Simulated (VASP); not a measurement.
# SiC (I-4m2) in VASP: a series of runs

Runs on SiC. Level: PBE. Tasks: single point.

Program: VASP 6.6.1. These are calculated values, not measurements. Logs are shortened: lines on timing, memory, paths and dates and some standing lists are left out, and cuts for length are marked.

## 1. The cell of the first run

The structure is tetragonal, space group I-4m2 (No. 119). Conventional cell: a = 3.020 Å, b = 3.020 Å, c = 4.489 Å, α = 90.00°, β = 90.00°, γ = 90.00°. Within 2.5 Å of Si (site symmetry -4m2) lie 4 C at 1.88 Å. Within 2.5 Å of C (site symmetry -4m2) lie 4 Si at 1.88 Å.

## 2. Single point, PBE (strain -0.025 along x and y, +0.025 along z)

The input, INCAR:

```
SYSTEM = SiC
PREC = Accurate
ENCUT = 520
EDIFF = 1E-6
ISMEAR = 0
SIGMA = 0.05
LREAL = .False.
LASPH = .True.
NELM = 80
ALGO = Normal
ISIF = 2
LWAVE = .False.
LCHARG = .False.
GGA = PE
NBANDS = 11
```

The input, KPOINTS:

```
Automatic mesh
0
Gamma
  10 10 10
  0 0 0
```

The input, POSCAR:

```
SiC
1.0
    0.0000000000      2.1351174926      2.2446106974
    2.1351174926      0.0000000000      2.2446106974
    2.1351174926      2.1351174926      0.0000000000
Si C
1 1
Direct
    0.0000000000      0.0000000000      0.0000000000
    0.7500000000      0.7500000000      0.7500000000
```

Potentials or basis: VASP PAW PBE potentials, release 64 (Si, C).

On the command line:

```sh
> cat potpaw_PBE.64/Si/POTCAR potpaw_PBE.64/C/POTCAR > POTCAR
> mpirun -np 1 vasp_std > vasp.out
```

OUTCAR:

```text
SYSTEM = SiC
   PREC = Accurate
   ENCUT = 520
   EDIFF = 1E-6
   ISMEAR = 0
   LREAL = .False.
   LASPH = .True.
   NELM = 80
   ISIF = 2
   GGA = PE

 ion  position               nearest neighbor table
   1  0.000  0.000  0.000-   2 1.88   2 1.88   2 1.88   2 1.88
   2  0.750  0.750  0.750-   1 1.88   1 1.88   1 1.88   1 1.88

  LATTYP: Found a body centered tetragonal cell.
 ALAT       =     3.0195121153
 C/A-ratio  =     1.4867373348

  Lattice vectors:

 A1 = (  -2.1351174926,   0.0000000000,   2.2446106974)
 A2 = (   2.1351174926,   0.0000000000,   2.2446106974)
 A3 = (   0.0000000000,   2.1351174926,  -2.2446106974)

Analysis of symmetry for initial positions (statically):
=====================================================================
 Subroutine PRICEL returns:
 Original cell was already a primitive cell.

 Routine SETGRP: Setting up the symmetry group for a
 body centered tetragonal supercell.

 Subroutine GETGRP returns: Found  8 space group operations
 (whereof  8 operations were pure point group operations)
 out of a pool of 16 trial point group operations.

The static configuration has the point symmetry D_2d.

Analysis of symmetry for dynamics (positions and initial velocities):
=====================================================================
 Subroutine PRICEL returns:
 Original cell was already a primitive cell.

 Routine SETGRP: Setting up the symmetry group for a
 body centered tetragonal supercell.

 Subroutine GETGRP returns: Found  8 space group operations
 (whereof  8 operations were pure point group operations)
 out of a pool of 16 trial point group operations.

The dynamic configuration has the point symmetry D_2d.

 Subroutine INISYM returns: Found  8 space group operations
 (whereof  8 operations are pure point group operations),
 and found     1 'primitive' translations

----------------------------------------------------------------------------------------

                                     Primitive cell

  volume of cell :      20.4651

  direct lattice vectors                    reciprocal lattice vectors
     0.000000000  2.135117493  2.244610697    -0.234179150  0.234179150  0.222755777
     2.135117493  0.000000000  2.244610697     0.234179150 -0.234179150  0.222755777
     2.135117493  2.135117493  0.000000000     0.234179150  0.234179150 -0.222755777

  length of vectors
     3.097903144  3.097903144  3.019512115     0.399123897  0.399123897  0.399123897

  position of ions in fractional coordinates (direct lattice)
     0.000000000  0.000000000  0.000000000
[... 81 lines left out ...]
   NSW    =      0    number of steps for IOM
   IBRION =     -1    ionic relax: 0-MD 1-quasi-New 2-CG
   NFREE  =      0    steps in history (QN), initial steepest desc. (CG)
   ISIF   =      2    stress and relaxation
   ISYM   =      2    0-nonsym 1-usesym 2-fastsym
   POTIM  = 0.5000    time-step for ionic-motion
   TEBEG  =    0.0;   TEEND  =   0.0 temperature during run
   PSTRESS=    0.0 pullay stress
   NELECT =       8.0000    total number of electrons
   NUPDOWN=      -1.0000    fix difference up-down
   EMIN   =  10.00;   EMAX   =-10.00  energy-range for DOS
   EFERMI =   0.00;   METHOD = LEGACY
   ISMEAR =     0;   SIGMA  =   0.05  broadening in eV -4-tet -1-fermi 0-gaus
   EFERMI_NEDOS =   21; number of points for ismear=-14 and -15
   IALGO  =     38    algorithm
   IMIX   =      4    mixing-type and parameters
     AMIX     =   0.40;   BMIX     =  1.00
     AMIX_MAG =   1.60;   BMIX_MAG =  1.00
  volume/ion in A,a.u.               =      10.23        69.05
  Fermi-wavevector in a.u.,A,eV,Ry     =   1.197016  2.262032 19.495072  1.432847
  Thomas-Fermi vector in A             =   2.332942
   LORBIT       =      0    0 simple, 1 ext, 2 COOP (PROOUT), +10 PAW based schemes
   GGA     = PE    functional components
   LHFCALC =     F    Hartree Fock is set to
   AEXX    =    0.0000 exact exchange contribution
   IVDW    =     0    specifies the selected vdW correction
   LEPSILON=     F    determine dielectric tensor
   LRPA    =     F    only Hartree local field effects (RPA)
 non-spin polarized calculation
 Gauss-broadening in eV      SIGMA  =   0.05
  energy-cutoff  :      520.00
  volume of cell :       20.47
 maximum number of plane-waves:       560
   NGX = 11   NGY = 11   NGZ = 11

 number of electron       8.0000000 magnetization

 Free energy of the ion-electron system (eV)
  ---------------------------------------------------
  ext. energy  EPLUGINS =         0.00000000
  ---------------------------------------------------
  free energy    TOTEN  =       -15.02188613 eV

  energy without entropy =      -15.02188613  energy(sigma->0) =      -15.02188613

 E-fermi :   8.5614     XC(G=0): -11.4074

 val. band max:        8.3647413818   @ k =   0.0000   0.0000   0.0000
 cond. band min:       9.4453509812   @ k =   0.5000   0.0000   0.5000
 fundamental gap:      1.0806095994
 Fermi energy:         8.5613675876

 k-point     1 :       0.0000    0.0000    0.0000
  band No.  band energies     occupation
      1      -7.2552      2.00000
      2       7.9948      2.00000
      3       8.3647      2.00000
      4       8.3647      2.00000
      5      14.5772      0.00000
      6      15.5889      0.00000
      7      15.5889      0.00000
      8      15.7055      0.00000
      9      21.9472      0.00000
     10      23.5840      0.00000
     11      24.3607      0.00000
[... 309 lines left out ...]
 k-point    24 :       0.4000    0.3000    0.0000
  band No.  band energies     occupation
      1      -4.2540      2.00000
      2       2.3431      2.00000
      3       5.2362      2.00000
      4       5.9317      2.00000
      5      11.3377      0.00000
      6      14.4287      0.00000
      7      19.7980      0.00000
      8      20.4332      0.00000
      9      21.8252      0.00000
     10      26.7057      0.00000
     11      29.4527      0.00000

 [... further k-points ...]
[... 5 lines left out ...]
  --------------------------------------------------------------------------------------
  -------------------------------------------------------------------------------------
  Total        1.3199692      1.3199692     -0.5076516      0.0000000      0.0000000      0.0000000
  in kB      103.3379400    103.3379400    -39.7431056      0.0000000      0.0000000      0.0000000
  external PRESSURE =      55.6442582 kB  Pullay stress =       0.0000000 kB

 VOLUME and BASIS-vectors are now :
 -----------------------------------------------------------------------------
  energy-cutoff  :      520.00
  volume of cell :       20.47
      direct lattice vectors                 reciprocal lattice vectors
     0.000000000  2.135117493  2.244610697    -0.234179150  0.234179150  0.222755777
     2.135117493  0.000000000  2.244610697     0.234179150 -0.234179150  0.222755777
     2.135117493  2.135117493  0.000000000     0.234179150  0.234179150 -0.222755777

 POSITION                                       TOTAL-FORCE (eV/Angst)
 -----------------------------------------------------------------------------------
      0.00000      0.00000      0.00000         0.000000      0.000000     -0.000000
      3.20268      3.20268      3.36692        -0.000000     -0.000000      0.000000
 -----------------------------------------------------------------------------------
    total drift:                                0.000000      0.000000     -0.000000

  FREE ENERGIE OF THE ION-ELECTRON SYSTEM (eV)
  ---------------------------------------------------
  free  energy   TOTEN  =       -15.0218861332 eV

  energy  without entropy=      -15.0218861332  energy(sigma->0) =      -15.02188613
```

OSZICAR:

```text
N       E                     dE             d eps       ncg     rms          rms(c)
DAV:   1     0.291913574620E+01    0.29191E+01   -0.39210E+03  2308   0.614E+02
DAV:   2    -0.163281811215E+02   -0.19247E+02   -0.18451E+02  2756   0.109E+02
DAV:   3    -0.169037092280E+02   -0.57553E+00   -0.57448E+00  2760   0.158E+01
DAV:   4    -0.169058658695E+02   -0.21566E-02   -0.21565E-02  2576   0.124E+00
DAV:   5    -0.169058755244E+02   -0.96549E-05   -0.96548E-05  2810   0.766E-02    0.892E+00
DAV:   6    -0.150819117740E+02    0.18240E+01   -0.65017E+00  2508   0.115E+01    0.395E+00
DAV:   7    -0.150295050127E+02    0.52407E-01   -0.39751E-01  2697   0.360E+00    0.180E+00
DAV:   8    -0.150216831581E+02    0.78219E-02   -0.20447E-02  2586   0.952E-01    0.170E-01
DAV:   9    -0.150217767296E+02   -0.93572E-04   -0.16391E-03  2791   0.231E-01    0.112E-01
DAV:  10    -0.150218836231E+02   -0.10689E-03   -0.23127E-04  2528   0.929E-02    0.261E-02
DAV:  11    -0.150218857448E+02   -0.21217E-05   -0.40756E-05  2688   0.334E-02    0.684E-03
DAV:  12    -0.150218861332E+02   -0.38838E-06   -0.18962E-06  2214   0.828E-03
   1 F= -.15021886E+02 E0= -.15021886E+02  d E =-.111036E-10
```

It took 6.3 s on 1 thread of Intel Xeon 6975P-C (Granite Rapids), shared host; peak memory 0.14 GiB.

Results:

| Item | Value |
| --- | --- |
| Free energy | -15.0219 eV |
| Pressure | 5.6 GPa |
| Band gap on the k mesh | 1.08 eV, indirect (least direct gap 4.50 eV) |

Stress tensor (GPa, compression positive):
```
10.33  0.00  0.00
 0.00 10.33  0.00
 0.00  0.00 -3.97
```

Caveat: the cell differs from its parent crystal (strain -0.025 along x and y, +0.025 along z). A k mesh can miss the band edges.

## 3. Single point, PBE (strain -0.025 along x and y, +0.050 along z)

The input, INCAR:

```
  ALGO = Normal
  EDIFF = 1E-6
  ENCUT = 520
  GGA = PE
  ISIF = 2
  ISMEAR = 0
  LASPH = T
  LCHARG = T
  LELF = T
  LREAL = F
  LVHAR = T
  LWAVE = F
  NBANDS = 11
  NELM = 60
  PREC = Accurate
  SIGMA = 0.05
```

The input, KPOINTS:

```
k-points
0
Gamma
  10 10 10
```

The input, POSCAR:

```
SiC
1.0
    0.0000000000      2.1351174926      2.2993572998
    2.1351174926      0.0000000000      2.2993572998
    2.1351174926      2.1351174926      0.0000000000
Si C
1 1
Direct
    0.0000000000      0.0000000000      0.0000000000
    0.7500000000      0.7500000000      0.7500000000
```

Potentials or basis: VASP PAW PBE potentials, release 64 (Si, C).

On the command line:

```sh
> cat potpaw_PBE.64/Si/POTCAR potpaw_PBE.64/C/POTCAR > POTCAR
> mpirun -np 1 vasp_std > vasp.out
```

Wall time 7.3 s (1 thread of Intel Xeon 6975P-C (Granite Rapids), shared host); peak memory 0.14 GiB.

Results (log left out):

```yaml
Free_energy: -14.9928 eV
Pressure: 0.0 GPa
Band_gap_on_the_k_mesh: 0.98 eV, indirect (least direct gap 4.46 eV)
```

Stress tensor (GPa, compression positive):
```
  7.35   0.00   0.00
  0.00   7.35   0.00
  0.00   0.00 -14.69
```

Levels at points of the mesh, in eV from the valence-band top:
```tsv
k point	band 2	band 3	band 4	band 5	band 6	band 7
(0.00, 0.00, 0.00)	-0.57	0.00	0.00	5.82	6.98	6.98
(0.50, 0.00, 0.00)	-8.66	-1.72	-0.78	4.60	6.98	7.53
(0.50, 0.50, 0.00)	-8.56	-2.81	-2.81	1.65	4.93	13.60
(0.50, 0.00, 0.50)	-7.64	-3.66	-3.53	0.98	3.66	12.37
```

Caveat: the cell differs from its parent crystal (strain -0.025 along x and y, +0.050 along z).

## 4. Single point, PBE (strain +0.000 along x and y, +0.025 along z)

The input, INCAR:

```
PREC = Accurate
ENCUT = 520
EDIFF = 1E-7
ISMEAR = 0
SIGMA = 0.05
LREAL = False
LASPH = True
NELM = 80
ALGO = Normal
ISIF = 2
LWAVE = False
LCHARG = False
GGA = PE
NBANDS = 11
```

The input, KPOINTS:

```
Automatic mesh
0
Gamma
  10 10 10
```

The input, POSCAR:

```
SiC
1.0
    0.0000000000      2.1898640950      2.2446106974
    2.1898640950      0.0000000000      2.2446106974
    2.1898640950      2.1898640950      0.0000000000
Si C
1 1
Direct
    0.0000000000      0.0000000000      0.0000000000
    0.7500000000      0.7500000000      0.7500000000
```

On the command line:

```sh
> cat potpaw_PBE.64/Si/POTCAR potpaw_PBE.64/C/POTCAR > POTCAR
> mpirun -np 1 vasp_std > vasp.out
```

Wall time 7.3 s (1 thread of Intel Xeon 6975P-C (Granite Rapids), shared host); peak memory 0.14 GiB.

The run converged. Its results:

```yaml
Free_energy: -15.0453 eV
Pressure: -5.1 GPa
Band_gap_on_the_k_mesh: 1.26 eV, indirect (least direct gap 4.48 eV)
```

Stress tensor (GPa, compression positive):
```
-2.87  0.00  0.00
 0.00 -2.87  0.00
 0.00  0.00 -9.49
```

Levels at points of the mesh, in eV from the valence-band top:
| k point | band 1 | band 2 | band 3 | band 4 | band 5 | band 6 | band 7 | band 8 | band 9 |
| --- | --- | --- | --- | --- | --- | --- | --- | --- | --- |
| (0.00, 0.00, 0.00) | -15.15 | -0.17 | 0.00 | 0.00 | 5.71 | 6.96 | 6.96 | 7.02 | 13.83 |
| (0.50, 0.00, 0.00) | -11.73 | -8.38 | -1.25 | -0.95 | 4.97 | 6.89 | 7.19 | 9.78 | 15.62 |
| (0.50, 0.50, 0.00) | -10.44 | -7.93 | -2.99 | -2.99 | 1.48 | 4.41 | 13.58 | 13.58 | 13.96 |
| (0.50, 0.00, 0.50) | -10.26 | -7.63 | -3.27 | -3.23 | 1.26 | 3.99 | 13.11 | 13.84 | 14.31 |

Caveat: the cell differs from its parent crystal (strain +0.000 along x and y, +0.025 along z). A k mesh can miss the band edges.

## 5. Single point, PBE (strain +0.000 along x and y, +0.050 along z)

The input, INCAR:

```
  PREC = Accurate
  ENCUT = 520
  EDIFF = 1E-6
  ISMEAR = 0
  SIGMA = 0.05
  LREAL = False
  LASPH = True
  NELM = 100
  ALGO = Normal
  ISIF = 2
  LWAVE = False
  LCHARG = False
  GGA = PE
  NBANDS = 11
```

KPOINTS is that of step 4.

The input, POSCAR:

```
SiC
1.0
    0.0000000000      2.1898640950      2.2993572998
    2.1898640950      0.0000000000      2.2993572998
    2.1898640950      2.1898640950      0.0000000000
Si C
1 1
Direct
    0.0000000000      0.0000000000      0.0000000000
    0.7500000000      0.7500000000      0.7500000000
```

On the command line:

```sh
> cat potpaw_PBE.64/Si/POTCAR potpaw_PBE.64/C/POTCAR > POTCAR
> mpirun -np 1 vasp_std > vasp.out
```

Wall time 6.3 s (1 thread of Intel Xeon 6975P-C (Granite Rapids), shared host); peak memory 0.14 GiB.

Results (log left out):

| Property | Result |
| --- | --- |
| Free energy | -14.9993 eV |
| Pressure | -9.6 GPa |
| Band gap on the k mesh | 1.16 eV, indirect (least direct gap 4.43 eV) |

Stress tensor (GPa, compression positive):
```
 -5.06   0.00   0.00
  0.00  -5.06   0.00
  0.00   0.00 -18.60
```

Levels at points of the mesh, in eV from the valence-band top:
```csv
k point,band 1,band 2,band 3,band 4,band 5,band 6,band 7,band 8,band 9
"(0.00, 0.00, 0.00)",-15.03,-0.35,0.00,0.00,5.35,6.72,6.72,6.85,13.23
"(0.50, 0.00, 0.00)",-11.69,-8.31,-1.45,-0.87,4.55,6.72,7.19,9.60,15.18
"(0.50, 0.50, 0.00)",-10.54,-8.11,-2.84,-2.84,1.59,4.53,13.28,13.28,13.34
"(0.50, 0.00, 0.50)",-10.19,-7.53,-3.38,-3.29,1.16,3.71,12.39,13.78,13.99
```

Caveat: the cell differs from its parent crystal (strain +0.000 along x and y, +0.050 along z).

## 6. Single point, PBE (strain +0.025 along x and y, +0.000 along z)

The input, INCAR:

```
PREC = Accurate
ENCUT = 520
EDIFF = 1E-7
ISMEAR = 0
SIGMA = 0.05
LREAL = False
LASPH = True
NELM = 60
ALGO = Normal
ISIF = 2
LWAVE = False
LCHARG = False
GGA = PE
NBANDS = 11
```

The input, KPOINTS:

```
regular mesh
0
Gamma
  10 10 10
```

The input, POSCAR:

```
SiC
1.0
    0.0000000000      2.2446106974      2.1898640950
    2.2446106974      0.0000000000      2.1898640950
    2.2446106974      2.2446106974      0.0000000000
Si C
1 1
Direct
    0.0000000000      0.0000000000      0.0000000000
    0.7500000000      0.7500000000      0.7500000000
```

Potentials or basis: VASP PAW PBE potentials, release 64 (Si, C).

On the command line:

```sh
> cat potpaw_PBE.64/Si/POTCAR potpaw_PBE.64/C/POTCAR > POTCAR
> mpirun -np 1 vasp_std > vasp.out
```

Wall time 7.4 s (1 thread of Intel Xeon 6975P-C (Granite Rapids), shared host); peak memory 0.14 GiB.

The run converged. Its results:

- Free energy: -15.0211 eV
- Pressure: -9.6 GPa
- Band gap on the k mesh: 1.17 eV, indirect (least direct gap 4.44 eV)

Stress tensor (GPa, compression positive):
```
-11.58   0.00   0.00
  0.00 -11.58   0.00
  0.00   0.00  -5.61
```

Levels at points of the mesh, in eV from the valence-band top:
```csv
k point,band 2,band 3,band 4,band 5,band 6,band 7
"(0.00, 0.00, 0.00)",-0.16,-0.16,0.00,5.37,6.72,6.79
"(0.50, 0.00, 0.00)",-8.30,-1.28,-1.00,4.71,6.70,7.08
"(0.50, 0.50, 0.00)",-7.51,-3.33,-3.33,1.17,3.72,13.13
"(0.50, 0.00, 0.50)",-7.80,-3.10,-3.06,1.38,4.14,12.86
```

Caveat: the cell differs from its parent crystal (strain +0.025 along x and y, +0.000 along z). A k mesh can miss the band edges.

## 7. Overview

| cell | gap on the mesh (eV) | pressure (GPa) |
| --- | --- | --- |
| a = 3.098, b = 3.098, c = 3.020 Å, angles 60.8, 60.8, 58.3°, 2 atoms | 1.08 | 5.6 |
| a = 3.138, b = 3.138, c = 3.020 Å, angles 61.2, 61.2, 57.5°, 2 atoms | 0.98 | 0.0 |
| a = 3.136, b = 3.136, c = 3.097 Å, angles 60.4, 60.4, 59.2°, 2 atoms | 1.26 | -5.1 |
| a = 3.175, b = 3.175, c = 3.097 Å, angles 60.8, 60.8, 58.4°, 2 atoms | 1.16 | -9.6 |
| a = 3.136, b = 3.136, c = 3.174 Å, angles 59.6, 59.6, 60.8°, 2 atoms | 1.17 | -9.6 |

Alike in all rows: task single point; level PBE; potentials or basis VASP PAW PBE potentials, release 64 (Si, C); no spin polarisation; k mesh 10 × 10 × 10; cutoff (eV) 520; smearing gaussian 0.05 eV.

Absolute energies hang on the potentials; compare differences alone.
